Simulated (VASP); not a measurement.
# TiO2 (P4_2/mnm) in VASP: notebook, part 2 of 2

VASP 6.6.1.

## (3) Single point, PBE (10.97 Å³/atom)

This run uses another cell than the first one, of 10.97 Å³/atom.

File INCAR:

```
PREC = Accurate
ENCUT = 520
EDIFF = 1E-6
ISMEAR = 0
SIGMA = 0.01
LREAL = F
LASPH = T
NELM = 60
ALGO = Normal
ISIF = 2
LWAVE = F
LCHARG = F
GGA = PE
NBANDS = 33
```

File KPOINTS:

```
Automatic mesh
0
Gamma
  4 4 8
```

File POSCAR:

```
TiO2
1.0
    4.6892778162      0.0000000000      0.0000000000
    0.0000000000      4.6892778162      0.0000000000
    0.0000000000      0.0000000000      2.9934255120
Ti O
2 4
Direct
    0.0000000000      0.0000000000      0.0000000000
    0.5000000000      0.5000000000      0.5000000000
    0.3051320931      0.3051320931      0.0000000000
    0.1948679069      0.8051320931      0.5000000000
    0.8051320931      0.1948679069      0.5000000000
    0.6948679069      0.6948679069      0.0000000000
```

Potentials or basis: VASP PAW PBE potentials, release 64 (Ti_sv, O).

Command:

```sh
> cat potpaw_PBE.64/Ti_sv/POTCAR potpaw_PBE.64/O/POTCAR > POTCAR
> mpirun -np 1 vasp_std > vasp.out
```

OUTCAR:

```text
PREC = Accurate
   ENCUT = 520
   EDIFF = 1E-6
   ISMEAR = 0
   LREAL = F
   LASPH = T
   NELM = 60
   ISIF = 2
   GGA = PE

 ion  position               nearest neighbor table
   1  0.000  0.000  0.000-   4 1.98   5 1.98   4 1.98   5 1.98   3 2.02   6 2.02
   2  0.500  0.500  0.500-   3 1.98   6 1.98   3 1.98   6 1.98   5 2.02   4 2.02
   3  0.305  0.305  0.000-   2 1.98   2 1.98   1 2.02
   4  0.195  0.805  0.500-   1 1.98   1 1.98   2 2.02
   5  0.805  0.195  0.500-   1 1.98   1 1.98   2 2.02
   6  0.695  0.695  0.000-   2 1.98   2 1.98   1 2.02

  LATTYP: Found a simple tetragonal cell.
 ALAT       =     4.6892778162
 C/A-ratio  =     0.6383553352

  Lattice vectors:

 A1 = (   4.6892778162,   0.0000000000,   0.0000000000)
 A2 = (   0.0000000000,   4.6892778162,   0.0000000000)
 A3 = (   0.0000000000,   0.0000000000,   2.9934255120)

Analysis of symmetry for initial positions (statically):
=====================================================================
 Subroutine PRICEL returns:
 Original cell was already a primitive cell.

 Routine SETGRP: Setting up the symmetry group for a
[... 183 lines left out ...]
 fundamental gap:      1.7635682110
 Fermi energy:         4.3719293278

 k-point     1 :       0.0000    0.0000    0.0000
  band No.  band energies     occupation
      1     -52.7805      2.00000
      2     -52.7679      2.00000
      3     -29.0412      2.00000
      4     -29.0412      2.00000
      5     -28.9095      2.00000
      6     -28.9095      2.00000
[... 853 lines left out ...]
     32       9.8052      0.00000
     33       9.8703      0.00000

 [... further k-points ...]

------------------------ aborting loop because EDIFF is reached ----------------------------------------

  FORCE on cell =-STRESS in cart. coord.  units (eV):
  Direction    XX          YY          ZZ          XY          YZ          ZX
  --------------------------------------------------------------------------------------
  -------------------------------------------------------------------------------------
  Total       -2.1253803     -2.1253803     -2.7331449     -0.0000000      0.0000000      0.0000000
  in kB      -51.7329025    -51.7329025    -66.5262206     -0.0000000      0.0000000      0.0000000
  external PRESSURE =     -56.6640086 kB  Pullay stress =       0.0000000 kB

 VOLUME and BASIS-vectors are now :
 -----------------------------------------------------------------------------
  energy-cutoff  :      520.00
  volume of cell :       65.82
      direct lattice vectors                 reciprocal lattice vectors
     4.689277816  0.000000000  0.000000000     0.213252454  0.000000000  0.000000000
     0.000000000  4.689277816  0.000000000     0.000000000  0.213252454  0.000000000
     0.000000000  0.000000000  2.993425512     0.000000000  0.000000000  0.334065436

 POSITION                                       TOTAL-FORCE (eV/Angst)
 -----------------------------------------------------------------------------------
      0.00000      0.00000      0.00000         0.000000     -0.000000      0.000000
      2.34464      2.34464      1.49671         0.000000     -0.000000      0.000000
      1.43085      1.43085      0.00000         0.085203      0.085203      0.000000
      0.91379      3.77549      1.49671        -0.085203      0.085203      0.000000
      3.77549      0.91379      1.49671         0.085203     -0.085203     -0.000000
      3.25843      3.25843      0.00000        -0.085203     -0.085203     -0.000000
 -----------------------------------------------------------------------------------
    total drift:                                0.000000      0.000000     -0.000000

  FREE ENERGIE OF THE ION-ELECTRON SYSTEM (eV)
  ---------------------------------------------------
  free  energy   TOTEN  =       -53.6476543552 eV

  energy  without entropy=      -53.6476543552  energy(sigma->0) =      -53.64765436
```

OSZICAR:

```text
N       E                     dE             d eps       ncg     rms          rms(c)
DAV:   1     0.646364527527E+03    0.64636E+03   -0.24225E+04  1980   0.169E+03
DAV:   2     0.259249618805E+02   -0.62044E+03   -0.57346E+03  2162   0.505E+02
DAV:   3    -0.669353170498E+02   -0.92860E+02   -0.91203E+02  2762   0.187E+02
DAV:   4    -0.713879190857E+02   -0.44526E+01   -0.44430E+01  2837   0.396E+01
DAV:   5    -0.715684719312E+02   -0.18055E+00   -0.18053E+00  2703   0.622E+00    0.299E+01
DAV:   6    -0.543447401345E+02    0.17224E+02   -0.78730E+01  2586   0.864E+01    0.123E+01
DAV:   7    -0.540703240104E+02    0.27442E+00   -0.15018E+01  2531   0.352E+01    0.869E+00
DAV:   8    -0.539813450039E+02    0.88979E-01   -0.64252E-01  2353   0.495E+00    0.757E+00
DAV:   9    -0.541145602843E+02   -0.13322E+00   -0.28763E+00  2558   0.183E+01    0.621E+00
DAV:  10    -0.536581375225E+02    0.45642E+00   -0.17283E+00  2501   0.125E+01    0.946E-01
DAV:  11    -0.536507206192E+02    0.74169E-02   -0.63104E-02  2254   0.196E+00    0.518E-01
DAV:  12    -0.536481368884E+02    0.25837E-02   -0.11083E-02  2371   0.573E-01    0.208E-01
DAV:  13    -0.536476548822E+02    0.48201E-03   -0.13360E-03  2741   0.328E-01    0.415E-02
DAV:  14    -0.536476596668E+02   -0.47845E-05   -0.12385E-04  2546   0.803E-02    0.291E-02
DAV:  15    -0.536476535054E+02    0.61613E-05   -0.16767E-05  2886   0.400E-02    0.858E-03
DAV:  16    -0.536476543552E+02   -0.84970E-06   -0.11366E-06  1521   0.104E-02
   1 F= -.53647654E+02 E0= -.53647654E+02  d E =-.399463E-39
```

It took 98 s on 1 thread of AMD EPYC 7R13, shared host; peak memory 0.17 GiB.

Results:

```
Free energy            : -53.6477 eV
Pressure               : -5.7 GPa
Largest force          : 0.120 eV/Å
Band gap on the k mesh : 1.76 eV
```

Forces on the atoms (eV/Å):
```
Ti   0.000  0.000  0.000
Ti   0.000  0.000  0.000
O    0.085  0.085  0.000
O   -0.085  0.085  0.000
O    0.085 -0.085  0.000
O   -0.085 -0.085  0.000
```

Stress tensor (GPa, compression positive):
```
-5.17  0.00  0.00
 0.00 -5.17  0.00
 0.00  0.00 -6.65
```

Levels at points of the mesh, in eV from the valence-band top:
```
           k point  band 21  band 22  band 23  band 24  band 25  band 26  band 27  band 28
(0.00, 0.00, 0.00)    -0.67    -0.43    -0.43     0.00     1.76     2.03     2.29     2.36
(0.50, 0.00, 0.00)    -1.53    -1.53    -0.69    -0.69     2.37     2.37     2.82     2.82
(0.50, 0.50, 0.00)    -1.24    -1.24    -1.03    -1.03     1.79     1.79     2.38     2.38
(0.00, 0.00, 0.50)    -2.13    -2.13    -1.38    -1.38     2.76     2.76     3.00     3.00
(0.50, 0.00, 0.50)    -1.93    -1.93    -0.95    -0.95     1.81     1.81     3.02     3.02
(0.50, 0.50, 0.50)    -1.16    -1.16    -0.67    -0.67     2.44     2.44     3.03     3.03
```

Caveat: the cell stands under tension; the structure was generated, so it needn't be the stable form of TiO2.

## (4) Single point, PBE (11.29 Å³/atom)

This run uses another cell than the first one, of 11.29 Å³/atom.

File INCAR:

```
SYSTEM = TiO2
PREC = Accurate ; ENCUT = 520
EDIFF = 1E-6 ; ISMEAR = 0
SIGMA = 0.01 ; LREAL = .False.
LASPH = .True. ; NELM = 80
ALGO = Normal ; ISIF = 2
LWAVE = .False. ; LCHARG = .True.
GGA = PE ; LELF = .True.
LVHAR = .True. ; NBANDS = 33
```

File KPOINTS:

```
regular mesh
0
Gamma
  4 4 8
  0 0 0
```

Edit POSCAR of step 3 so:

```diff
@@ -2,5 +2,5 @@
 1.0
-    4.6892778162      0.0000000000      0.0000000000
-    0.0000000000      4.6892778162      0.0000000000
-    0.0000000000      0.0000000000      2.9934255120
+    4.7343697921      0.0000000000      0.0000000000
+    0.0000000000      4.7343697921      0.0000000000
+    0.0000000000      0.0000000000      3.0222102155
 Ti O
```

Command:

```sh
> cat potpaw_PBE.64/Ti_sv/POTCAR potpaw_PBE.64/O/POTCAR > POTCAR
> mpirun -np 1 vasp_std > vasp.out
```

It took 1.8 min on 1 thread of AMD EPYC 7R13, shared host; peak memory 0.17 GiB.

The run converged. Its results:

| Quantity | Value |
| --- | --- |
| Free energy | -53.5490 eV |
| Pressure | -11.1 GPa |
| Largest force | 0.255 eV/Å |
| Band gap on the k mesh | 1.69 eV |

Forces on the atoms (eV/Å):
```
Ti   0.000  0.000  0.000
Ti   0.000  0.000  0.000
O    0.180  0.180  0.000
O   -0.180  0.180  0.000
O    0.180 -0.180  0.000
O   -0.180 -0.180  0.000
```

Stress tensor (GPa, compression positive):
```
-10.10   0.00   0.00
  0.00 -10.10   0.00
  0.00   0.00 -13.13
```

Levels at points of the mesh, in eV from the valence-band top:
| k point | band 22 | band 23 | band 24 | band 25 | band 26 | band 27 |
| --- | --- | --- | --- | --- | --- | --- |
| (0.00, 0.00, 0.00) | -0.42 | -0.42 | 0.00 | 1.69 | 1.95 | 2.20 |
| (0.50, 0.00, 0.00) | -1.51 | -0.66 | -0.66 | 2.27 | 2.27 | 2.70 |
| (0.50, 0.50, 0.00) | -1.23 | -1.02 | -1.02 | 1.72 | 1.72 | 2.28 |
| (0.00, 0.00, 0.50) | -2.04 | -1.36 | -1.36 | 2.65 | 2.65 | 2.87 |
| (0.50, 0.00, 0.50) | -1.87 | -0.91 | -0.91 | 1.75 | 1.75 | 2.89 |
| (0.50, 0.50, 0.50) | -1.12 | -0.67 | -0.67 | 2.34 | 2.34 | 2.91 |

Caveat: the cell stands under tension; the structure was generated, so it needn't be the stable form of TiO2. A k mesh can miss the band edges.

## (5) Single point, r2SCAN (9.78 Å³/atom)

This run uses another cell than the first one, of 9.78 Å³/atom.

File POSCAR:

```
TiO2
1.0
    4.5030137539      0.0000000000      0.0000000000
    0.0000000000      4.5030137539      0.0000000000
    0.0000000000      0.0000000000      2.8931990959
Ti O
2 4
Direct
    0.0000000000      0.0000000000      0.0000000000
    0.5000000000      0.5000000000      0.5000000000
    0.3046432207      0.3046432207      0.0000000000
    0.1953567793      0.8046432207      0.5000000000
    0.8046432207      0.1953567793      0.5000000000
    0.6953567793      0.6953567793      0.0000000000
```

File INCAR.step1:

```
PREC = Accurate ; ENCUT = 520
ISMEAR = 0 ; SIGMA = 0.01
LREAL = F ; LASPH = T
NELM = 80 ; NBANDS = 33
GGA = PE ; ALGO = Normal
EDIFF = 1E-4 ; LWAVE = T
LCHARG = F
```

File INCAR.step2:

```
PREC = Accurate ; ENCUT = 520
EDIFF = 1E-7 ; ISMEAR = 0
SIGMA = 0.01 ; LREAL = F
LASPH = T ; NELM = 80
ALGO = Normal ; ISIF = 2
LWAVE = F ; LCHARG = T
METAGGA = R2SCAN ; LMIXTAU = T
LELF = T ; LVHAR = T
NBANDS = 33 ; ISTART = 1
```

File KPOINTS:

```
Automatic mesh
0
Gamma
  4 4 8
```

Command:

```sh
> cat potpaw_PBE.64/Ti_sv/POTCAR potpaw_PBE.64/O/POTCAR > POTCAR
> cp INCAR.step1 INCAR
> mpirun -np 1 vasp_std > vasp.out
> cp INCAR.step2 INCAR
> mpirun -np 1 vasp_std > vasp.out
```

Wall time 8.1 min (1 thread of AMD EPYC 7R13, shared host); peak memory 0.17 GiB.

It converged, with:

```yaml
Free_energy: -69.5574 eV
Pressure: 19.3 GPa
Largest_force: 0.382 eV/Å
Band_gap_on_the_k_mesh: 2.40 eV
```

Forces on the atoms (eV/Å):
```
Ti   0.000  0.000  0.000
Ti   0.000  0.000  0.000
O   -0.270 -0.270  0.000
O    0.270 -0.270  0.000
O   -0.270  0.270  0.000
O    0.270  0.270  0.000
```

Stress tensor (GPa, compression positive):
```
17.48  0.00  0.00
 0.00 17.48  0.00
 0.00  0.00 22.95
```

Levels at points of the mesh, in eV from the valence-band top:
| k point | band 21 | band 22 | band 23 | band 24 | band 25 | band 26 | band 27 | band 28 |
| --- | --- | --- | --- | --- | --- | --- | --- | --- |
| (0.00, 0.00, 0.00) | -0.75 | -0.49 | -0.49 | 0.00 | 2.40 | 2.77 | 3.02 | 3.12 |
| (0.50, 0.00, 0.00) | -1.75 | -1.75 | -0.83 | -0.83 | 3.17 | 3.17 | 3.71 | 3.71 |
| (0.50, 0.50, 0.00) | -1.39 | -1.39 | -1.13 | -1.13 | 2.45 | 2.45 | 3.15 | 3.15 |
| (0.00, 0.00, 0.50) | -2.63 | -2.63 | -1.52 | -1.52 | 3.62 | 3.62 | 3.92 | 3.92 |
| (0.50, 0.00, 0.50) | -2.20 | -2.20 | -1.18 | -1.18 | 2.45 | 2.45 | 3.95 | 3.95 |
| (0.50, 0.50, 0.50) | -1.43 | -1.43 | -0.71 | -0.71 | 3.19 | 3.19 | 3.89 | 3.89 |

Caveat: the stress differs along the axes, from 17 to 23 GPa; the structure was generated, so it needn't be the stable form of TiO2; the PAW data sets were made with another functional, which shifts forces and pressure a little. A k mesh can miss the band edges.

## (6) Single point, r2SCAN (10.09 Å³/atom)

This run uses another cell than the first one, of 10.09 Å³/atom.

Edit POSCAR of step 5 so:

```diff
@@ -2,5 +2,5 @@
 1.0
-    4.5030137539      0.0000000000      0.0000000000
-    0.0000000000      4.5030137539      0.0000000000
-    0.0000000000      0.0000000000      2.8931990959
+    4.5504173822      0.0000000000      0.0000000000
+    0.0000000000      4.5504173822      0.0000000000
+    0.0000000000      0.0000000000      2.9236560614
 Ti O
```

File INCAR.step1:

```
PREC = Accurate ; ENCUT = 520
ISMEAR = 0 ; SIGMA = 0.01
LREAL = False ; LASPH = True
NELM = 80 ; NBANDS = 33
GGA = PE ; ALGO = Normal
EDIFF = 1E-4 ; LWAVE = True
LCHARG = False
```

File INCAR.step2:

```
PREC = Accurate ; ENCUT = 520
EDIFF = 1E-7 ; ISMEAR = 0
SIGMA = 0.01 ; LREAL = False
LASPH = True ; NELM = 80
ALGO = Normal ; ISIF = 2
LWAVE = False ; LCHARG = False
METAGGA = R2SCAN ; LMIXTAU = True
NBANDS = 33 ; ISTART = 1
```

KPOINTS is that of step 5.

Potentials or basis: VASP PAW PBE potentials, release 64 (Ti_sv, O).

Command:

```sh
> cat potpaw_PBE.64/Ti_sv/POTCAR potpaw_PBE.64/O/POTCAR > POTCAR
> cp INCAR.step1 INCAR
> mpirun -np 1 vasp_std > vasp.out
> cp INCAR.step2 INCAR
> mpirun -np 1 vasp_std > vasp.out
```

It took 6.8 min on 1 thread of AMD EPYC 7R13, shared host; peak memory 0.17 GiB.

The run converged. Its results:

```
Free energy            : -69.7283 eV
Pressure               : 9.6 GPa
Largest force          : 0.201 eV/Å
Band gap on the k mesh : 2.31 eV
```

Forces on the atoms (eV/Å):
```
Ti   0.000  0.000  0.000
Ti   0.000  0.000  0.000
O   -0.142 -0.142  0.000
O    0.142 -0.142  0.000
O   -0.142  0.142  0.000
O    0.142  0.142  0.000
```

Stress tensor (GPa, compression positive):
```
 8.61  0.00  0.00
 0.00  8.61  0.00
 0.00  0.00 11.53
```

Levels at points of the mesh, in eV from the valence-band top:
```tsv
k point	band 20	band 21	band 22	band 23	band 24	band 25	band 26	band 27	band 28	band 29
(0.00, 0.00, 0.00)	-2.10	-0.75	-0.49	-0.49	0.00	2.31	2.66	2.90	3.00	3.00
(0.50, 0.00, 0.00)	-3.21	-1.72	-1.72	-0.80	-0.80	3.04	3.04	3.56	3.56	4.12
(0.50, 0.50, 0.00)	-2.30	-1.39	-1.39	-1.13	-1.13	2.36	2.36	3.02	3.02	4.39
(0.00, 0.00, 0.50)	-2.92	-2.51	-2.51	-1.50	-1.50	3.47	3.47	3.75	3.75	4.21
(0.50, 0.00, 0.50)	-2.50	-2.14	-2.14	-1.13	-1.13	2.37	2.37	3.78	3.78	4.47
(0.50, 0.50, 0.50)	-2.90	-1.37	-1.37	-0.72	-0.72	3.08	3.08	3.74	3.74	3.80
```

Caveat: the cell stands under pressure; the structure was generated, so it needn't be the stable form of TiO2; the PAW data sets were made with another functional, which shifts forces and pressure a little. A k mesh can miss the band edges.

## (7) Overview

| level | cell | gap on the mesh (eV) | pressure (GPa) | largest force (eV/Å) |
| --- | --- | --- | --- | --- |
| PBE | a = 4.643, b = 4.643, c = 2.964 Å, 6 atoms, atomic positions A | 1.84 | 0.6 | 0.03 |
| PBE | a = 4.689, b = 4.689, c = 2.993 Å, 6 atoms, atomic positions A | 1.76 | -5.7 | 0.12 |
| PBE | a = 4.734, b = 4.734, c = 3.022 Å, 6 atoms, atomic positions A | 1.69 | -11.1 | 0.25 |
| r2SCAN | a = 4.503, b = 4.503, c = 2.893 Å, 6 atoms, atomic positions B | 2.40 | 19.3 | 0.38 |
| r2SCAN | a = 4.550, b = 4.550, c = 2.924 Å, 6 atoms, atomic positions B | 2.31 | 9.6 | 0.20 |

Alike in all rows: task single point; potentials or basis VASP PAW PBE potentials, release 64 (Ti_sv, O); no spin polarisation; k mesh 4 × 4 × 8; cutoff (eV) 520; smearing gaussian 0.01 eV.

Caveats: the structure was generated, so it needn't be the stable form of TiO2; the cell stands under tension (at least some runs); the PAW data sets were made with another functional, which shifts forces and pressure a little (at least some runs); the stress differs along the axes, from 17 to 23 GPa (at least some runs); the cell stands under pressure (at least some runs).

Total energies depend on the potentials used, so only differences within one code and one set of settings carry meaning.
